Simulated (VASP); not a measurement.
# CdI2 (P-3m1) in VASP: notebook

The runs below take CdI2 through single point, with LDA, PBE.

All numbers are computed with VASP 6.6.1; they aren't measurements. Logs are shortened: lines on timing, memory, paths and dates and some standing lists are left out, and cuts for length are marked.

## (1) The cell of the first run

Symmetry: P-3m1, No. 164, trigonal system. Conventional cell: a = 4.330 Å, b = 4.330 Å, c = 7.815 Å, α = 90.00°, β = 90.00°, γ = 120.00°. Within 4.0 Å of Cd (site symmetry -3m) lie 6 I at 3.03 Å. I (site symmetry 3m) has 3 Cd at 3.03 Å within 4.0 Å.

## (2) Single point, LDA

File INCAR:

```
SYSTEM = CdI2
PREC = Accurate
ENCUT = 500
EDIFF = 1E-6
ISMEAR = 0
SIGMA = 0.05
LREAL = .FALSE.
LASPH = .TRUE.
NELM = 120
ALGO = Normal
ISIF = 2
LWAVE = .FALSE.
LCHARG = .FALSE.
GGA = CA
NBANDS = 20
GGA_COMPAT = .FALSE.
```

File KPOINTS:

```
Automatic mesh
0
G
  10 10 6
  0 0 0
```

File POSCAR:

```
CdI2
1.0
    4.3297118284      0.0000000000      0.0000000000
   -2.1648559142      3.7496404344      0.0000000000
    0.0000000000      0.0000000000      7.8151329916
Cd I
1 2
Direct
    0.0000000000      0.0000000000      0.0000000000
    0.3333333333      0.6666666667      0.2199462841
    0.6666666667      0.3333333333      0.7800537159
```

Potentials or basis: VASP PAW LDA potentials, release 64 (Cd, I).

The run is started by

```sh
> cat potpaw_LDA.64/Cd/POTCAR potpaw_LDA.64/I/POTCAR > POTCAR
> mpirun -np 1 vasp_std > vasp.out
```

OUTCAR:

```text
SYSTEM = CdI2
   PREC = Accurate
   ENCUT = 500
   EDIFF = 1E-6
   ISMEAR = 0
   LREAL = .FALSE.
   LASPH = .TRUE.
   NELM = 120
   ISIF = 2
   GGA = CA

 ion  position               nearest neighbor table
   1  0.000  0.000  0.000-   2 3.03   3 3.03   2 3.03   3 3.03   3 3.03   2 3.03
   2  0.333  0.667  0.220-   1 3.03   1 3.03   1 3.03
   3  0.667  0.333  0.780-   1 3.03   1 3.03   1 3.03

  LATTYP: Found a hexagonal cell.
 ALAT       =     4.3297118284
 C/A-ratio  =     1.8050007255

  Lattice vectors:

 A1 = (   4.3297118284,   0.0000000000,   0.0000000000)
 A2 = (  -2.1648559142,   3.7496404344,   0.0000000000)
 A3 = (   0.0000000000,   0.0000000000,   7.8151329916)

Analysis of symmetry for initial positions (statically):
=====================================================================
 Subroutine PRICEL returns:
 Original cell was already a primitive cell.

 Routine SETGRP: Setting up the symmetry group for a
 hexagonal supercell.

 Subroutine GETGRP returns: Found 12 space group operations
 (whereof 12 operations were pure point group operations)
 out of a pool of 24 trial point group operations.

The static configuration has the point symmetry D_3d.

Analysis of symmetry for dynamics (positions and initial velocities):
=====================================================================
 Subroutine PRICEL returns:
 Original cell was already a primitive cell.

 Routine SETGRP: Setting up the symmetry group for a
 hexagonal supercell.

 Subroutine GETGRP returns: Found 12 space group operations
 (whereof 12 operations were pure point group operations)
 out of a pool of 24 trial point group operations.

The dynamic configuration has the point symmetry D_3d.

 Subroutine INISYM returns: Found 12 space group operations
 (whereof 12 operations are pure point group operations),
 and found     1 'primitive' translations

----------------------------------------------------------------------------------------

                                     Primitive cell

  volume of cell :     126.8776

  direct lattice vectors                    reciprocal lattice vectors
     4.329711828  0.000000000  0.000000000     0.230962253  0.133346119  0.000000000
    -2.164855914  3.749640434  0.000000000     0.000000000  0.266692238  0.000000000
     0.000000000  0.000000000  7.815132992     0.000000000  0.000000000  0.127956876

  length of vectors
[... 82 lines left out ...]
   ENCUT  =  500.0 eV  36.75 Ry    6.06 a.u.   7.89  7.89 14.25*2*pi/ulx,y,z
   NELM   =    120;   NELMIN=  2; NELMDL= -5     # of ELM steps
   EDIFF  = 0.1E-05   stopping-criterion for ELM
   LREAL  =      F    real-space projection
   EDIFFG = 0.1E-04   stopping-criterion for IOM
   NSW    =      0    number of steps for IOM
   IBRION =     -1    ionic relax: 0-MD 1-quasi-New 2-CG
   NFREE  =      0    steps in history (QN), initial steepest desc. (CG)
   ISIF   =      2    stress and relaxation
   ISYM   =      2    0-nonsym 1-usesym 2-fastsym
   POTIM  = 0.5000    time-step for ionic-motion
   TEBEG  =    0.0;   TEEND  =   0.0 temperature during run
   PSTRESS=    0.0 pullay stress
   NELECT =      26.0000    total number of electrons
   NUPDOWN=      -1.0000    fix difference up-down
   EMIN   =  10.00;   EMAX   =-10.00  energy-range for DOS
   EFERMI =   0.00;   METHOD = LEGACY
   ISMEAR =     0;   SIGMA  =   0.05  broadening in eV -4-tet -1-fermi 0-gaus
   EFERMI_NEDOS =   21; number of points for ismear=-14 and -15
   IALGO  =     38    algorithm
   IMIX   =      4    mixing-type and parameters
     AMIX     =   0.40;   BMIX     =  1.00
     AMIX_MAG =   1.60;   BMIX_MAG =  1.00
  volume/ion in A,a.u.               =      42.29       285.40
  Fermi-wavevector in a.u.,A,eV,Ry     =   0.965171  1.823909 12.674577  0.931555
  Thomas-Fermi vector in A             =   2.094865
   LORBIT       =      0    0 simple, 1 ext, 2 COOP (PROOUT), +10 PAW based schemes
   GGA     = CA    functional components
   LHFCALC =     F    Hartree Fock is set to
   AEXX    =    0.0000 exact exchange contribution
   IVDW    =     0    specifies the selected vdW correction
   LEPSILON=     F    determine dielectric tensor
   LRPA    =     F    only Hartree local field effects (RPA)
 non-spin polarized calculation
 Gauss-broadening in eV      SIGMA  =   0.05
  energy-cutoff  :      500.00
  volume of cell :      126.88
 maximum number of plane-waves:      3254
   NGX = 15   NGY = 15   NGZ = 29

 number of electron      26.0000008 magnetization

 Free energy of the ion-electron system (eV)
  ---------------------------------------------------
  ext. energy  EPLUGINS =         0.00000000
  ---------------------------------------------------
  free energy    TOTEN  =        -6.99869945 eV

  energy without entropy =       -6.99869945  energy(sigma->0) =       -6.99869945

 E-fermi :   0.6404     XC(G=0):  -8.0709

 val. band max:        0.4141976401   @ k =   0.1000   0.0000   0.1667
 cond. band min:       2.6664951726   @ k =   0.5000   0.0000   0.5000
 fundamental gap:      2.2522975325
 Fermi energy:         0.6403656665

 k-point     1 :       0.0000    0.0000    0.0000
  band No.  band energies     occupation
      1     -11.4100      2.00000
      2     -10.9099      2.00000
      3      -7.0291      2.00000
      4      -7.0291      2.00000
      5      -6.9157      2.00000
      6      -6.8504      2.00000
[... 541 lines left out ...]
     19       8.6195      0.00000
     20       9.2187      0.00000

 [... further k-points ...]

------------------------ aborting loop because EDIFF is reached ----------------------------------------

  FORCE on cell =-STRESS in cart. coord.  units (eV):
  Direction    XX          YY          ZZ          XY          YZ          ZX
  --------------------------------------------------------------------------------------
  -------------------------------------------------------------------------------------
  Total       -2.2547473     -2.2547473     -1.8991013      0.0000000     -0.0000000      0.0000000
  in kB      -28.4723608    -28.4723608    -23.9813558      0.0000000     -0.0000000      0.0000000
  external PRESSURE =     -26.9753591 kB  Pullay stress =       0.0000000 kB

 VOLUME and BASIS-vectors are now :
 -----------------------------------------------------------------------------
  energy-cutoff  :      500.00
  volume of cell :      126.88
      direct lattice vectors                 reciprocal lattice vectors
     4.329711828  0.000000000  0.000000000     0.230962253  0.133346119  0.000000000
    -2.164855914  3.749640434  0.000000000     0.000000000  0.266692238  0.000000000
     0.000000000  0.000000000  7.815132992     0.000000000  0.000000000  0.127956876

 POSITION                                       TOTAL-FORCE (eV/Angst)
 -----------------------------------------------------------------------------------
      0.00000      0.00000      0.00000        -0.000000      0.000000      0.000000
     -0.00000      2.49976      1.71891        -0.000000      0.000000     -0.406114
      2.16486      1.24988      6.09622         0.000000      0.000000      0.406114
 -----------------------------------------------------------------------------------
    total drift:                                0.000000     -0.000000     -0.000000

  FREE ENERGIE OF THE ION-ELECTRON SYSTEM (eV)
  ---------------------------------------------------
  free  energy   TOTEN  =        -6.9986994468 eV

  energy  without entropy=       -6.9986994468  energy(sigma->0) =       -6.99869945
```

OSZICAR:

```text
N       E                     dE             d eps       ncg     rms          rms(c)
DAV:   1     0.156105866260E+03    0.15611E+03   -0.10933E+04  2880   0.105E+03
DAV:   2     0.300642636393E+01   -0.15310E+03   -0.14789E+03  3448   0.238E+02
DAV:   3    -0.716016958205E+01   -0.10167E+02   -0.10131E+02  3428   0.614E+01
DAV:   4    -0.734892029329E+01   -0.18875E+00   -0.18872E+00  3884   0.797E+00
DAV:   5    -0.735048371042E+01   -0.15634E-02   -0.15634E-02  3428   0.793E-01    0.563E+00
DAV:   6    -0.703764144848E+01    0.31284E+00   -0.54158E-01  2956   0.744E+00    0.478E+00
DAV:   7    -0.700211553506E+01    0.35526E-01   -0.15212E-01  3120   0.240E+00    0.200E+00
DAV:   8    -0.699896910198E+01    0.31464E-02   -0.21631E-02  3124   0.152E+00    0.330E-01
DAV:   9    -0.699871760995E+01    0.25149E-03   -0.21022E-03  3224   0.475E-01    0.949E-02
DAV:  10    -0.699869170412E+01    0.25906E-04   -0.25740E-04  3128   0.138E-01    0.358E-02
DAV:  11    -0.699870006596E+01   -0.83618E-05   -0.33287E-05  3140   0.463E-02    0.151E-02
DAV:  12    -0.699869944683E+01    0.61913E-06   -0.32684E-06  3248   0.191E-02
   1 F= -.69986994E+01 E0= -.69986994E+01  d E =-.699443E-12
```

stdout:

```text
POSCAR found type information on POSCAR CdI
 POSCAR found :  2 types and       3 ions
 scaLAPACK will be used
 LDA part: xc-table for (Slater(with rela. corr.)+CA(PZ))
 , standard interpolation
 POSCAR, INCAR and KPOINTS ok, starting setup
 FFT: planning ... GRIDC
 FFT: planning ... GRID_SOFT
 FFT: planning ... GRID
 WAVECAR not read
 entering main loop
```

It took 77 s on 1 thread of AMD EPYC 9R14 (Zen 4), shared host; peak memory 0.28 GiB.

What came out:

| Item | Value |
| --- | --- |
| Free energy | -6.9987 eV |
| Pressure | -2.7 GPa |
| Largest force | 0.406 eV/Å |
| Band gap on the k mesh | 2.25 eV (least direct gap 2.30 eV) |

Forces in eV/Å, atoms in the order of the input:
```
Cd   0.000  0.000  0.000
I    0.000  0.000 -0.406
I    0.000  0.000  0.406
```

Levels at points of the mesh, in eV from the valence-band top:
| k point | band 9 | band 10 | band 11 | band 12 | band 13 | band 14 | band 15 | band 16 | band 17 | band 18 |
| --- | --- | --- | --- | --- | --- | --- | --- | --- | --- | --- |
| (0.00, 0.00, 0.00) | -0.42 | -0.27 | -0.27 | -0.04 | -0.04 | 2.26 | 4.32 | 6.13 | 6.13 | 6.99 |
| (0.50, 0.00, 0.00) | -2.65 | -1.50 | -1.30 | -0.43 | -0.16 | 2.37 | 4.90 | 6.15 | 6.66 | 6.96 |
| (0.00, 0.00, 0.50) | -1.02 | -0.29 | -0.29 | -0.02 | -0.02 | 2.92 | 4.27 | 6.07 | 6.07 | 6.85 |
| (0.50, 0.00, 0.50) | -2.75 | -1.26 | -1.26 | -0.39 | -0.23 | 2.25 | 4.93 | 5.88 | 6.40 | 6.93 |

Caveat: spin-orbit coupling is left out, which moves the levels of the heavy elements.

## (3) Single point, PBE (43.14 Å³/atom)

This run uses another cell than the first one, of 43.14 Å³/atom.

File INCAR:

```
ALGO     = Normal         # electronic algorithm
EDIFF    = 1E-6           # SCF threshold, eV
ENCUT    = 500            # plane-wave cutoff, eV
GGA      = PE             # functional
GGA_COMPAT= F            
ISIF     = 2              # what is computed and relaxed
ISMEAR   = 0              # smearing method
LASPH    = T              # aspherical terms in the spheres
LCHARG   = T              # write CHGCAR
LELF     = T              # ELF
LREAL    = F              # projectors in reciprocal space
LVHAR    = T            
LWAVE    = F              # write WAVECAR
NBANDS   = 20             # bands
NELM     = 120            # most SCF steps
PREC     = Accurate       # precision mode
SIGMA    = 0.05           # smearing width, eV
```

File KPOINTS:

```
k-points
0
Gamma
  10 10 6
```

File POSCAR:

```
CdI2
1.0
    4.3380694245      0.0000000000      0.0000000000
   -2.1690347122      3.7568783250      0.0000000000
    0.0000000000      0.0000000000      7.9407501749
Cd I
1 2
Direct
    0.0000000000      0.0000000000      0.0000000000
    0.3333333333      0.6666666667      0.2162764909
    0.6666666667      0.3333333333      0.7837235091
```

Potentials or basis: VASP PAW PBE potentials, release 64 (Cd, I).

The run is started by

```sh
> cat potpaw_PBE.64/Cd/POTCAR potpaw_PBE.64/I/POTCAR > POTCAR
> mpirun -np 1 vasp_std > vasp.out
```

OUTCAR:

```text
EDIFF = 1E-6
   ENCUT = 500
   GGA = PE
   ISIF = 2
   ISMEAR = 0
   LASPH = T
   LREAL = F
   NELM = 120
   PREC = Accurate

 ion  position               nearest neighbor table
   1  0.000  0.000  0.000-   2 3.04   3 3.04   2 3.04   3 3.04   3 3.04   2 3.04
   2  0.333  0.667  0.216-   1 3.04   1 3.04   1 3.04
   3  0.667  0.333  0.784-   1 3.04   1 3.04   1 3.04

  LATTYP: Found a hexagonal cell.
 ALAT       =     4.3380694245
 C/A-ratio  =     1.8304801970

  Lattice vectors:

 A1 = (   4.3380694245,   0.0000000000,   0.0000000000)
 A2 = (  -2.1690347122,   3.7568783250,   0.0000000000)
 A3 = (   0.0000000000,   0.0000000000,   7.9407501749)

Analysis of symmetry for initial positions (statically):
=====================================================================
 Subroutine PRICEL returns:
 Original cell was already a primitive cell.

 Routine SETGRP: Setting up the symmetry group for a
 hexagonal supercell.

 Subroutine GETGRP returns: Found 12 space group operations
 (whereof 12 operations were pure point group operations)
 out of a pool of 24 trial point group operations.

The static configuration has the point symmetry D_3d.

Analysis of symmetry for dynamics (positions and initial velocities):
=====================================================================
 Subroutine PRICEL returns:
 Original cell was already a primitive cell.

 Routine SETGRP: Setting up the symmetry group for a
 hexagonal supercell.

 Subroutine GETGRP returns: Found 12 space group operations
 (whereof 12 operations were pure point group operations)
 out of a pool of 24 trial point group operations.

The dynamic configuration has the point symmetry D_3d.

 Subroutine INISYM returns: Found 12 space group operations
 (whereof 12 operations are pure point group operations),
 and found     1 'primitive' translations

[... 113 lines left out ...]
   IALGO  =     38    algorithm
   IMIX   =      4    mixing-type and parameters
     AMIX     =   0.40;   BMIX     =  1.00
     AMIX_MAG =   1.60;   BMIX_MAG =  1.00
  volume/ion in A,a.u.               =      43.14       291.11
  Fermi-wavevector in a.u.,A,eV,Ry     =   0.958821  1.811909 12.508350  0.919338
  Thomas-Fermi vector in A             =   2.087962
   LORBIT       =      0    0 simple, 1 ext, 2 COOP (PROOUT), +10 PAW based schemes
   GGA     = PE    functional components
   LHFCALC =     F    Hartree Fock is set to
   AEXX    =    0.0000 exact exchange contribution
   IVDW    =     0    specifies the selected vdW correction
   LEPSILON=     F    determine dielectric tensor
   LRPA    =     F    only Hartree local field effects (RPA)
 non-spin polarized calculation
 Gauss-broadening in eV      SIGMA  =   0.05
  energy-cutoff  :      500.00
  volume of cell :      129.42
 maximum number of plane-waves:      3314
   NGX = 15   NGY = 15   NGZ = 29

 number of electron      26.0000015 magnetization

 Free energy of the ion-electron system (eV)
  ---------------------------------------------------
  ext. energy  EPLUGINS =         0.00000000
  ---------------------------------------------------
  free energy    TOTEN  =        -5.54991284 eV

  energy without entropy =       -5.54991284  energy(sigma->0) =       -5.54991284

 E-fermi :   0.6543     XC(G=0):  -7.5797

 val. band max:        0.4393956644   @ k =   0.1000   0.0000   0.1667
 cond. band min:       2.8707719994   @ k =   0.5000   0.0000   0.5000
 fundamental gap:      2.4313763350
 Fermi energy:         0.6542763280

 k-point     1 :       0.0000    0.0000    0.0000
  band No.  band energies     occupation
      1     -11.2945      2.00000
      2     -10.8063      2.00000
      3      -6.9897      2.00000
      4      -6.9897      2.00000
      5      -6.8787      2.00000
      6      -6.8172      2.00000
[... 541 lines left out ...]
     19       8.8182      0.00000
     20       9.4193      0.00000

 [... further k-points ...]

------------------------ aborting loop because EDIFF is reached ----------------------------------------

  FORCE on cell =-STRESS in cart. coord.  units (eV):
  Direction    XX          YY          ZZ          XY          YZ          ZX
  --------------------------------------------------------------------------------------
  -------------------------------------------------------------------------------------
  Total       -0.0173635     -0.0173635      0.0086005     -0.0000000      0.0000000      0.0000000
  in kB       -0.2149622     -0.2149622      0.1064754     -0.0000000      0.0000000      0.0000000
  external PRESSURE =      -0.1078163 kB  Pullay stress =       0.0000000 kB

 VOLUME and BASIS-vectors are now :
 -----------------------------------------------------------------------------
  energy-cutoff  :      500.00
  volume of cell :      129.42
      direct lattice vectors                 reciprocal lattice vectors
     4.338069425  0.000000000  0.000000000     0.230517288  0.133089218  0.000000000
    -2.169034712  3.756878325  0.000000000     0.000000000  0.266178437  0.000000000
     0.000000000  0.000000000  7.940750175     0.000000000  0.000000000  0.125932686

 POSITION                                       TOTAL-FORCE (eV/Angst)
 -----------------------------------------------------------------------------------
      0.00000      0.00000      0.00000         0.000000      0.000000      0.000000
     -0.00000      2.50459      1.71740        -0.000000      0.000000      0.009989
      2.16903      1.25229      6.22335         0.000000     -0.000000     -0.009989
 -----------------------------------------------------------------------------------
    total drift:                                0.000000     -0.000000      0.000000

  FREE ENERGIE OF THE ION-ELECTRON SYSTEM (eV)
  ---------------------------------------------------
  free  energy   TOTEN  =        -5.5499128427 eV

  energy  without entropy=       -5.5499128427  energy(sigma->0) =       -5.54991284
```

It took 85 s on 1 thread of AMD EPYC 9R14 (Zen 4), shared host; peak memory 0.31 GiB.

What came out:

| Item | Value |
| --- | --- |
| Free energy | -5.5499 eV |
| Pressure | 0.0 GPa |
| Largest force | 0.010 eV/Å |
| Band gap on the k mesh | 2.43 eV (least direct gap 2.54 eV) |

Forces on the atoms (eV/Å):
```
Cd   0.000  0.000  0.000
I    0.000  0.000  0.010
I    0.000  0.000 -0.010
```

Levels at points of the mesh, in eV from the valence-band top:
```tsv
k point	band 9	band 10	band 11	band 12	band 13	band 14	band 15	band 16	band 17	band 18
(0.00, 0.00, 0.00)	-0.43	-0.26	-0.26	-0.04	-0.04	2.50	4.54	6.27	6.27	7.11
(0.50, 0.00, 0.00)	-2.58	-1.43	-1.26	-0.40	-0.15	2.53	5.12	6.35	6.81	7.06
(0.00, 0.00, 0.50)	-0.92	-0.28	-0.28	-0.02	-0.02	3.06	4.50	6.22	6.22	6.99
(0.50, 0.00, 0.50)	-2.66	-1.23	-1.23	-0.37	-0.20	2.43	5.15	6.10	6.52	7.04
```

Caveat: spin-orbit coupling is left out, which moves the levels of the heavy elements; this functional lacks dispersion, which binds the layers, so the pressure and a relaxed spacing across them are unreliable. A k mesh can miss the band edges.
